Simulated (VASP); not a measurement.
# Mg6BiB in VASP: further runs

Runs on Mg6BiB. Level: PBE. Tasks: single point.

All numbers are computed with VASP 6.6.1; they aren't measurements. Logs are shortened: lines on timing, memory, paths and dates and some standing lists are left out, and cuts for length are marked.

## Step 1: The cell of the first run

Symmetry: Amm2, No. 38, orthorhombic system. Conventional cell: a = 3.859 Å, b = 8.723 Å, c = 10.170 Å, α = 90.00°, β = 90.00°, γ = 90.00°. Within 4.0 Å of Bi (site symmetry mm2) lie 12 Mg at 3.07 to 3.48 Å and 2 Bi at 3.86 Å and 1 B at 3.96 Å. Within 3.9 Å of Mg (site symmetry mm2) lie 10 Mg at 2.97 to 3.86 Å and 2 Bi at 3.07 Å. Within 3.2 Å of Mg (site symmetry mm2) lie 2 B at 2.41 Å and 6 Mg at 2.85 to 2.92 Å and 2 Bi at 3.17 Å. Mg (site symmetry m) has 2 B at 2.65 Å and 7 Mg at 2.92 to 3.40 Å and 2 Bi at 3.48 Å within 3.5 Å. Mg (site symmetry m) has 1 B at 2.48 Å and 8 Mg at 2.85 to 3.40 Å and 2 Bi at 3.33 to 3.38 Å within 3.4 Å. B (site symmetry mm2) has 8 Mg at 2.41 to 2.65 Å within 3.2 Å.

## Step 2: Single point, PBE

File INCAR:

```
SYSTEM = Mg6BiB
PREC = Accurate
ENCUT = 520
EDIFF = 1E-6
ISMEAR = -1
SIGMA = 0.05
LREAL = .FALSE.
LASPH = .TRUE.
NELM = 100
ALGO = Normal
ISIF = 2
LWAVE = .FALSE.
LCHARG = .FALSE.
GGA = PE
NBANDS = 25
```

File KPOINTS:

```
regular mesh
0
G
  7 4 4
  0 0 0
```

File POSCAR:

```
Mg6BiB
1.0
    3.8586691204      0.0000000000      0.0000000000
    0.0000000000      4.3614965349      5.0851567902
    0.0000000000     -4.3614965349      5.0851567902
Bi Mg B
1 6 1
Direct
    0.5000000000      0.3854670000      0.3854670000
    0.0000000000      0.1503870000      0.1503870000
    0.0000000000      0.6333230000      0.6333230000
    0.0000000000      0.7147320000      0.0494740000
    0.0000000000      0.0494740000      0.7147320000
    0.5000000000      0.8864940000      0.4049730000
    0.5000000000      0.4049730000      0.8864940000
    0.5000000000      0.7751590000      0.7751590000
```

Potentials or basis: VASP PAW PBE potentials, release 64 (Bi_d, Mg, B).

Started as:

```bash
$ cat potpaw_PBE.64/Bi_d/POTCAR potpaw_PBE.64/Mg/POTCAR potpaw_PBE.64/B/POTCAR > POTCAR
$ mpirun -np 1 vasp_std > vasp.out
```

OUTCAR:

```text
SYSTEM = Mg6BiB
   PREC = Accurate
   ENCUT = 520
   EDIFF = 1E-6
   ISMEAR = -1
   LREAL = .FALSE.
   LASPH = .TRUE.
   NELM = 100
   ISIF = 2
   GGA = PE

 ion  position               nearest neighbor table
   1  0.500  0.385  0.385-   2 3.07   2 3.07   3 3.17   3 3.17   6 3.33   7 3.33   6 3.38   7 3.38
                             4 3.48   5 3.48   4 3.48   5 3.48
   2  0.000  0.150  0.150-   6 2.97   7 2.97   6 2.97   7 2.97   1 3.07   1 3.07   5 3.09   4 3.09

   3  0.000  0.633  0.633-   8 2.41   8 2.41   6 2.85   6 2.85   7 2.85   7 2.85   4 2.92   5 2.92
                             1 3.17   1 3.17
   4  0.000  0.715  0.049-   8 2.65   8 2.65   5 2.92   3 2.92   2 3.09   7 3.15   7 3.15   6 3.40
                             6 3.40   1 3.48   1 3.48
   5  0.000  0.049  0.715-   8 2.65   8 2.65   4 2.92   3 2.92   2 3.09   6 3.15   6 3.15   7 3.40
                             7 3.40   1 3.48   1 3.48
   6  0.500  0.886  0.405-   8 2.48   3 2.85   3 2.85   2 2.97   2 2.97   5 3.15   5 3.15   1 3.33
                             1 3.38   4 3.40   4 3.40
   7  0.500  0.405  0.886-   8 2.48   3 2.85   3 2.85   2 2.97   2 2.97   4 3.15   4 3.15   1 3.33
                             1 3.38   5 3.40   5 3.40
   8  0.500  0.775  0.775-   3 2.41   3 2.41   7 2.48   6 2.48   5 2.65   4 2.65   4 2.65   5 2.65

  LATTYP: Found a base centered orthorhombic cell.
 ALAT       =     8.7229930698
 B/A-ratio  =     1.1659201720
 C/A-ratio  =     0.4423560915

  Lattice vectors:

 A1 = (   0.0000000000,   4.3614965349,  -5.0851567902)
 A2 = (   0.0000000000,   4.3614965349,   5.0851567902)
 A3 = (   3.8586691204,   0.0000000000,   0.0000000000)

Analysis of symmetry for initial positions (statically):
=====================================================================
 Subroutine PRICEL returns:
 Original cell was already a primitive cell.

 Routine SETGRP: Setting up the symmetry group for a
 base centered orthorhombic supercell.

 Subroutine GETGRP returns: Found  4 space group operations
 (whereof  4 operations were pure point group operations)
 out of a pool of  8 trial point group operations.

The static configuration has the point symmetry C_2v.

Analysis of symmetry for dynamics (positions and initial velocities):
=====================================================================
 Subroutine PRICEL returns:
 Original cell was already a primitive cell.

 Routine SETGRP: Setting up the symmetry group for a
 base centered orthorhombic supercell.

 Subroutine GETGRP returns: Found  4 space group operations
 (whereof  4 operations were pure point group operations)
 out of a pool of  8 trial point group operations.

The dynamic configuration has the point symmetry C_2v.

 Subroutine INISYM returns: Found  4 space group operations
 (whereof  4 operations are pure point group operations),
 and found     1 'primitive' translations

----------------------------------------------------------------------------------------

                                     Primitive cell

  volume of cell :     171.1620

  direct lattice vectors                    reciprocal lattice vectors
     3.858669120  0.000000000  0.000000000     0.259156711  0.000000000  0.000000000
     0.000000000  4.361496535  5.085156790     0.000000000  0.114639550  0.098325385
     0.000000000 -4.361496535  5.085156790     0.000000000 -0.114639550  0.098325385

  length of vectors
     3.858669120  6.699363522  6.699363522     0.259156711  0.151030155  0.151030155

  position of ions in fractional coordinates (direct lattice)
     0.500000000  0.385467000  0.385467000
     0.000000000  0.150387000  0.150387000
     0.000000000  0.633323000  0.633323000
     0.000000000  0.714732000  0.049474000
     0.000000000  0.049474000  0.714732000
     0.500000000  0.886494000  0.404973000
     0.500000000  0.404973000  0.886494000
     0.500000000  0.775159000  0.775159000

  ion indices of the primitive-cell ions
   primitive index   ion index
                 1           1
                 2           2
                 3           3
                 4           4
                 5           5
                 6           6
                 7           7
                 8           8

----------------------------------------------------------------------------------------

 KPOINTS: regular mesh

Automatic generation of k-mesh.
 Grid dimensions read from file:
 generate k-points for:    7    4    4

 Generating k-lattice:

  Cartesian coordinates                     Fractional coordinates (reciprocal lattice)
     0.037022387  0.000000000  0.000000000     0.142857143  0.000000000  0.000000000
     0.000000000  0.028659887  0.024581346     0.000000000  0.250000000 -0.000000000
     0.000000000 -0.028659887  0.024581346     0.000000000 -0.000000000  0.250000000

  Length of vectors
     0.037022387  0.037757539  0.037757539

  Shift w.r.t. Gamma in fractional coordinates (k-lattice)
[... 37 lines left out ...]
   EDIFF  = 0.1E-05   stopping-criterion for ELM
   LREAL  =      F    real-space projection
   EDIFFG = 0.1E-04   stopping-criterion for IOM
   NSW    =      0    number of steps for IOM
   IBRION =     -1    ionic relax: 0-MD 1-quasi-New 2-CG
   NFREE  =      0    steps in history (QN), initial steepest desc. (CG)
   ISIF   =      2    stress and relaxation
   ISYM   =      2    0-nonsym 1-usesym 2-fastsym
   POTIM  = 0.5000    time-step for ionic-motion
   TEBEG  =    0.0;   TEEND  =   0.0 temperature during run
   PSTRESS=    0.0 pullay stress
   NELECT =      30.0000    total number of electrons
   NUPDOWN=      -1.0000    fix difference up-down
   EMIN   =  10.00;   EMAX   =-10.00  energy-range for DOS
   EFERMI =   0.00;   METHOD = LEGACY
   ISMEAR =    -1;   SIGMA  =   0.05  broadening in eV -4-tet -1-fermi 0-gaus
   EFERMI_NEDOS =   21; number of points for ismear=-14 and -15
   IALGO  =     38    algorithm
   IMIX   =      4    mixing-type and parameters
     AMIX     =   0.40;   BMIX     =  1.00
     AMIX_MAG =   1.60;   BMIX_MAG =  1.00
  volume/ion in A,a.u.               =      21.40       144.38
  Fermi-wavevector in a.u.,A,eV,Ry     =   0.916177  1.731324 11.420465  0.839381
  Thomas-Fermi vector in A             =   2.041003
   LORBIT       =      0    0 simple, 1 ext, 2 COOP (PROOUT), +10 PAW based schemes
   GGA     = PE    functional components
   LHFCALC =     F    Hartree Fock is set to
   AEXX    =    0.0000 exact exchange contribution
   IVDW    =     0    specifies the selected vdW correction
   LEPSILON=     F    determine dielectric tensor
   LRPA    =     F    only Hartree local field effects (RPA)
 non-spin polarized calculation
  energy-cutoff  :      520.00
  volume of cell :      171.16
 maximum number of plane-waves:      4629
 NGX is ok and might be reduce to    30
   NGX = 15   NGY = 25   NGZ = 25

 number of electron      29.9999994 magnetization

 Free energy of the ion-electron system (eV)
  ---------------------------------------------------
  ext. energy  EPLUGINS =         0.00000000
  ---------------------------------------------------
  free energy    TOTEN  =       -18.18671684 eV

  energy without entropy =      -18.16595589  energy(sigma->0) =      -18.17633636

 E-fermi :   3.7868     XC(G=0):  -9.0209

 val. band max:        3.7664720589   @ k =   0.0000   0.5000   0.2500
 cond. band min:       3.7968063659   @ k =   0.1429   0.5000   0.5000
 fundamental gap:      0.0303343070
 Fermi energy:         3.7868210942

 k-point     1 :       0.0000    0.0000    0.0000
  band No.  band energies     occupation
      1     -18.7837      2.00000
      2     -18.7758      2.00000
      3     -18.7486      2.00000
      4     -18.7474      2.00000
      5     -18.7311      2.00000
      6      -7.5509      2.00000
[... 17 lines left out ...]
     24       8.6707      0.00000
     25       9.4465      0.00000

 k-point     2 :       0.1429    0.0000    0.0000
  band No.  band energies     occupation
      1     -18.7794      2.00000
      2     -18.7745      2.00000
      3     -18.7483      2.00000
      4     -18.7457      2.00000
      5     -18.7344      2.00000
      6      -7.4178      2.00000
[... 17 lines left out ...]
     24       8.9916      0.00000
     25       9.1174      0.00000
[... 586 lines left out ...]
     24       8.4548      0.00000
     25       8.7517      0.00000

 k-point    24 :       0.4286   -0.2500    0.2500
  band No.  band energies     occupation
      1     -18.7937      2.00000
      2     -18.7539      2.00000
      3     -18.7476      2.00000
      4     -18.7468      2.00000
      5     -18.7218      2.00000
      6      -6.7057      2.00000
[... 17 lines left out ...]
     24       8.4958      0.00000
     25       9.1244      0.00000

 [... further k-points ...]
[... 5 lines left out ...]
  --------------------------------------------------------------------------------------
  -------------------------------------------------------------------------------------
  Total        0.6514317      0.5976872      0.0228497      0.0000000      0.0000000      0.0000000
  in kB        6.0977846      5.5947038      0.2138870      0.0000000      0.0000000      0.0000000
  external PRESSURE =       3.9687918 kB  Pullay stress =       0.0000000 kB

 VOLUME and BASIS-vectors are now :
 -----------------------------------------------------------------------------
  energy-cutoff  :      520.00
  volume of cell :      171.16
      direct lattice vectors                 reciprocal lattice vectors
     3.858669120  0.000000000  0.000000000     0.259156711  0.000000000  0.000000000
     0.000000000  4.361496535  5.085156790     0.000000000  0.114639550  0.098325385
     0.000000000 -4.361496535  5.085156790     0.000000000 -0.114639550  0.098325385

 POSITION                                       TOTAL-FORCE (eV/Angst)
 -----------------------------------------------------------------------------------
      1.92933      0.00000      3.92032         0.000000      0.000000     -0.033705
      0.00000      0.00000      1.52948         0.000000      0.000000      0.013425
      0.00000      0.00000      6.44109         0.000000      0.000000     -0.186915
      0.00000      2.90152      3.88611         0.000000     -0.062591      0.062208
      0.00000     -2.90152      3.88611         0.000000      0.062591      0.062208
      1.92933      2.10015      6.56731         0.000000      0.061819      0.010374
      1.92933     -2.10015      6.56731         0.000000     -0.061819      0.010374
      1.92933      0.00000      7.88361         0.000000      0.000000      0.062031
 -----------------------------------------------------------------------------------
    total drift:                                0.000000     -0.000000      0.000403

  FREE ENERGIE OF THE ION-ELECTRON SYSTEM (eV)
  ---------------------------------------------------
  free  energy   TOTEN  =       -18.1867168442 eV

  energy  without entropy=      -18.1659558852  energy(sigma->0) =      -18.17633636
```

Run time: 78 s. Hardware: 1 thread of Oxide Virtual Turin-like, shared host; peak memory 0.29 GiB.

What came out:

* Free energy: -18.1867 eV
* Pressure: 0.4 GPa
* Largest force: 0.187 eV/Å
* Band gap on the k mesh: zero (bands 15 and 16 overlap by 1.50 eV)

Forces in eV/Å, atoms in the order of the input:
```
Bi   0.000  0.000 -0.034
Mg   0.000  0.000  0.013
Mg   0.000  0.000 -0.187
Mg   0.000 -0.063  0.062
Mg   0.000  0.063  0.062
Mg   0.000  0.062  0.010
Mg   0.000 -0.062  0.010
B    0.000  0.000  0.062
```

Levels at points of the mesh, in eV from the Fermi level:
```csv
k point,band 12,band 13,band 14,band 15,band 16,band 17,band 18,band 19
"(0.00, 0.00, 0.00)",-2.38,-1.16,-0.21,0.14,1.00,2.64,3.49,3.77
"(0.00, 0.50, 0.00)",-1.02,-0.38,-0.05,0.39,0.80,1.09,2.53,2.95
"(0.00, 0.50, 0.50)",-1.21,-0.04,0.02,0.47,0.83,0.97,1.02,1.84
```

Caveat: spin-orbit coupling is left out, which moves the levels of the heavy elements.

## Step 3: Single point, PBE

This run uses another cell than the first one, of 21.83 Å³/atom.

File INCAR:

```
SYSTEM = Mg6BiB
ALGO = Normal
EDIFF = 1E-6
ENCUT = 520
GGA = PE
ISIF = 2
ISMEAR = -1
LASPH = .True.
LCHARG = .True.
LELF = .True.
LREAL = .False.
LVHAR = .True.
LWAVE = .False.
NBANDS = 25
NELM = 80
PREC = Accurate
SIGMA = 0.05
```

File KPOINTS:

```
k-points
0
Gamma
  7 4 4
  0 0 0
```

Changes to POSCAR since step 2:

```diff
@@ -2,5 +2,5 @@
 1.0
-    3.8586691204      0.0000000000      0.0000000000
-    0.0000000000      4.3614965349      5.0851567902
-    0.0000000000     -4.3614965349      5.0851567902
+    3.8847420000      0.0000000000      0.0000000000
+    0.0000000000      4.3909670000      5.1195170000
+    0.0000000000     -4.3909670000      5.1195170000
 Bi Mg B
```

Potentials or basis: VASP PAW PBE potentials, release 64 (Bi_d, Mg, B).

Started as:

```bash
$ cat potpaw_PBE.64/Bi_d/POTCAR potpaw_PBE.64/Mg/POTCAR potpaw_PBE.64/B/POTCAR > POTCAR
$ mpirun -np 1 vasp_std > vasp.out
```

Run time: 2.3 min. Hardware: 1 thread of Oxide Virtual Turin-like, shared host; peak memory 0.29 GiB.

It converged, with:

```yaml
Free_energy: -18.1857 eV
Pressure: -0.5 GPa
Largest_force: 0.137 eV/Å
Band_gap_on_the_k_mesh: zero (bands 15 and 16 overlap by 1.47 eV)
```

Forces on the atoms (eV/Å):
```
Bi   0.000  0.000 -0.048
Mg   0.000  0.000  0.029
Mg   0.000  0.000 -0.137
Mg   0.000 -0.032  0.041
Mg   0.000  0.032  0.041
Mg   0.000  0.033  0.034
Mg   0.000 -0.033  0.034
B    0.000  0.000  0.005
```

Stress tensor (GPa, compression positive):
```
-0.34  0.00  0.00
 0.00 -0.31  0.00
 0.00  0.00 -0.88
```

Levels at points of the mesh, in eV from the Fermi level:
```
           k point  band 13  band 14  band 15  band 16  band 17  band 18
(0.00, 0.00, 0.00)    -1.14    -0.21     0.14     0.98     2.61     3.42
(0.00, 0.50, 0.00)    -0.38    -0.05     0.38     0.78     1.05     2.50
(0.00, 0.50, 0.50)    -0.03     0.02     0.45     0.81     0.97     1.00
```

Caveat: spin-orbit coupling is left out, which moves the levels of the heavy elements.

## Step 4: Single point, PBE

This run uses another cell than the first one, of 21.83 Å³/atom.

File INCAR:

```
ALGO = Normal ; EDIFF = 1E-7
ENCUT = 520 ; GGA = PE
ISIF = 2 ; ISMEAR = -1
LASPH = True ; LCHARG = False
LREAL = False ; LWAVE = False
NBANDS = 25 ; NELM = 60
PREC = Accurate ; SIGMA = 0.05
```

File KPOINTS:

```
k-points
0
Gamma
  7 4 4
```

POSCAR is that of step 3.

Started as:

```bash
$ cat potpaw_PBE.64/Bi_d/POTCAR potpaw_PBE.64/Mg/POTCAR potpaw_PBE.64/B/POTCAR > POTCAR
$ mpirun -np 1 vasp_std > vasp.out
```

Wall time 2.3 min (1 thread of Oxide Virtual Turin-like, shared host); peak memory 0.3 GiB.

It converged, with:

```
Free energy            : -18.1857 eV
Pressure               : -0.5 GPa
Largest force          : 0.137 eV/Å
Band gap on the k mesh : zero (bands 15 and 16 overlap by 1.47 eV)
```

Forces in eV/Å, atoms in the order of the input:
```
Bi   0.000  0.000 -0.048
Mg   0.000  0.000  0.029
Mg   0.000  0.000 -0.137
Mg   0.000 -0.032  0.041
Mg   0.000  0.032  0.041
Mg   0.000  0.033  0.034
Mg   0.000 -0.033  0.034
B    0.000  0.000  0.004
```

Stress tensor (GPa, compression positive):
```
-0.34  0.00  0.00
 0.00 -0.31  0.00
 0.00  0.00 -0.88
```

Levels at points of the mesh, in eV from the Fermi level:
```csv
k point,band 12,band 13,band 14,band 15,band 16,band 17,band 18,band 19
"(0.00, 0.00, 0.00)",-2.35,-1.14,-0.21,0.14,0.98,2.61,3.42,3.73
"(0.00, 0.50, 0.00)",-1.00,-0.38,-0.05,0.38,0.78,1.05,2.50,2.92
"(0.00, 0.50, 0.50)",-1.19,-0.03,0.02,0.45,0.81,0.97,1.00,1.81
```

Caveat: spin-orbit coupling is left out, which moves the levels of the heavy elements.

## Step 5: Single point, PBE (atoms moved at random)

File INCAR:

```
SYSTEM = Mg6BiB
ALGO     = Fast           ! electronic algorithm
EDIFF    = 1E-7           ! SCF threshold, eV
ENCUT    = 520            ! plane-wave cutoff, eV
GGA      = PE             ! functional
ISIF     = 2              ! what is computed and relaxed
ISMEAR   = -1             ! smearing method
LASPH    = .True.         ! aspherical terms in the spheres
LCHARG   = .True.         ! write CHGCAR
LELF     = .True.         ! ELF
LREAL    = .False.        ! projectors in reciprocal space
LVHAR    = .True.       
LWAVE    = .False.        ! write WAVECAR
NBANDS   = 25             ! bands
NELM     = 60             ! most SCF steps
PREC     = Accurate       ! precision mode
SIGMA    = 0.05           ! smearing width, eV
```

File KPOINTS:

```
k-points
0
Gamma
  7 4 4
  0 0 0
```

File POSCAR:

```
Mg6BiB
1.0
    3.8847420000      0.0000000000      0.0000000000
    0.0000000000      4.3909670000      5.1195170000
    0.0000000000     -4.3909670000      5.1195170000
Bi Mg B
1 6 1
Direct
    0.4905160000      0.3916650000      0.3847660000
   -0.0059850000      0.1503200000      0.1404380000
    0.0029430000      0.6376880000      0.6333120000
    0.0013380000      0.7176630000      0.0516510000
    0.0064580000      0.0525550000      0.7229360000
    0.4952340000      0.8847440000      0.4070490000
    0.5029380000      0.4048470000      0.8799330000
    0.4903750000      0.7737510000      0.7818810000
```

Started as:

```bash
$ cat potpaw_PBE.64/Bi_d/POTCAR potpaw_PBE.64/Mg/POTCAR potpaw_PBE.64/B/POTCAR > POTCAR
$ mpirun -np 1 vasp_std > vasp.out
```

Run time: 4 min. Hardware: 1 thread of Oxide Virtual Turin-like, shared host; peak memory 0.39 GiB.

It converged, with:

- Free energy: -18.1437 eV
- Pressure: -0.5 GPa
- Largest force: 0.357 eV/Å
- Band gap on the k mesh: zero (bands 15 and 16 overlap by 1.61 eV)

Forces in eV/Å, atoms in the order of the input:
```
Bi   0.045 -0.039 -0.204
Mg   0.026 -0.177  0.309
Mg  -0.216 -0.066 -0.103
Mg  -0.026 -0.142 -0.068
Mg  -0.037  0.160 -0.176
Mg   0.066  0.189  0.141
Mg  -0.060 -0.060  0.112
B    0.203  0.134 -0.011
```

Stress tensor (GPa, compression positive):
```
-0.45  0.09  0.15
 0.09 -0.03  0.00
 0.15  0.00 -1.04
```

Levels at points of the mesh, in eV from the Fermi level:
```tsv
k point	band 11	band 12	band 13	band 14	band 15	band 16	band 17	band 18	band 19	band 20
(0.00, 0.00, 0.00)	-3.13	-2.37	-1.11	-0.20	0.17	1.06	2.60	3.36	3.69	4.09
(0.00, 0.50, 0.00)	-3.07	-1.03	-0.29	-0.05	0.33	0.87	0.98	2.52	2.96	3.87
(0.00, 0.00, 0.50)	-3.11	-1.03	-0.42	-0.04	0.41	0.85	1.02	2.55	2.93	3.92
(0.00, 0.50, 0.50)	-1.56	-1.16	-0.04	0.02	0.50	0.89	0.96	1.04	1.75	3.22
```

Caveat: the cell differs from its parent crystal (atoms moved at random); spin-orbit coupling is left out, which moves the levels of the heavy elements.

## Step 6: The runs side by side

```csv
cell,gap on the mesh (eV),pressure (GPa),largest force (eV/Å)
"a = 3.859, b = 6.699, c = 6.699 Å, angles 81.2, 90.0, 90.0°, 8 atoms, atomic positions A",none,0.4,0.19
"a = 3.885, b = 6.745, c = 6.745 Å, angles 81.2, 90.0, 90.0°, 8 atoms, atomic positions A",none,-0.5,0.14
"a = 3.885, b = 6.745, c = 6.745 Å, angles 81.2, 90.0, 90.0°, 8 atoms, atomic positions B",none,-0.5,0.36
```

Alike in all rows: task single point; level PBE; potentials or basis VASP PAW PBE potentials, release 64 (Bi_d, Mg, B); no spin polarisation; k mesh 7 × 4 × 4; cutoff (eV) 520; smearing fermi-dirac 0.05 eV.

Caveats: spin-orbit coupling is left out, which moves the levels of the heavy elements.

Total energies depend on the potentials used, so only differences within one code and one set of settings carry meaning.

The gap in the log of VASP goes by the Fermi energy; the results here count the filled bands.